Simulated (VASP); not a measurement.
Crystal: BaTe.

```
CELL_PARAMETERS angstrom
0.00000 3.49670 3.49670
3.49670 0.00000 3.49670
3.49670 3.49670 0.00000
ATOMIC_POSITIONS crystal
Ba 0.00000 0.00000 0.00000
Te 0.50000 0.50000 0.50000
```

Base run:

```yaml
Program: VASP 6.6.1
Functional: r2SCAN
Potentials_or_basis: VASP PAW PBE potentials, release 64 (Ba_sv, Te)
Cutoff: 520 eV
k_mesh: 6 × 6 × 6
Occupations: gaussian, width 0.01 eV
Spin: no spin polarisation
```

Its results: band gap on the k mesh 1.87 eV (least direct gap 2.26 eV); pressure 1.3 GPa.

Q: The run is repeated on the same cell with these changes: functional from r2SCAN to PBE. What comes out?

A: Band gap on the k mesh 1.51 eV (least direct gap 1.90 eV); pressure 1.3 GPa.

Caveats: spin-orbit coupling is left out, which moves the levels of the heavy elements; the PAW data sets were made with another functional, which shifts forces and pressure a little (at least some runs).

A k mesh can miss the band edges.
